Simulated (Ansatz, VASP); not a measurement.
## Ta2AlN3: VASP beside Ansatz

```xyz
6
Lattice="5.4603 0.0000 0.0000 -2.7302 4.7288 0.0000 0.0000 0.0000 2.8390" Properties=species:S:1:pos:R:3 pbc="T T T"
Ta    0.0000    3.1525    1.4195
Ta    2.7302    1.5763    1.4195
Al    0.0000    0.0000    0.0000
N     2.7302    0.0000    0.0000
N     1.3651    2.3644    0.0000
N    -1.3651    2.3644    0.0000
```

Alike in both runs: functional PBE; k mesh 12 × 12 × 14; occupations gaussian, width 0.1 eV; no spin polarisation.

Ansatz relaxed the structure, and its values are those at the end. VASP's run is a single point on that final structure, the one shown.

|  | VASP | Ansatz |
| --- | --- | --- |
| version | VASP 6.6.1 | Ansatz 0.2.0 |
| potentials or method | VASP PAW PBE potentials, release 64 (Ta_pv, Al, N), cutoff 520 eV | scalar-relativistic, plane waves, PAW |
| valence electrons in the cell | 40 | 44 |

Ansatz gave:

| Item | Value |
| --- | --- |
| gap on the k mesh at the Fermi level (eV) | none |
| pressure (GPa) | 0.0 |

Task: What did VASP give for the same quantities?

Result: gap on the k mesh at the Fermi level (eV): none; pressure (GPa): 0.6.

A gap of «none» marks a metal or a gap that the smearing closes. With one functional, cell and mesh, what is left measures potentials, basis and numerics. VASP's potentials hold 40 valence electrons a cell and Ansatz's 44, so a difference there can come from the potentials and not from the codes.

Neither program's run includes spin-orbit coupling.
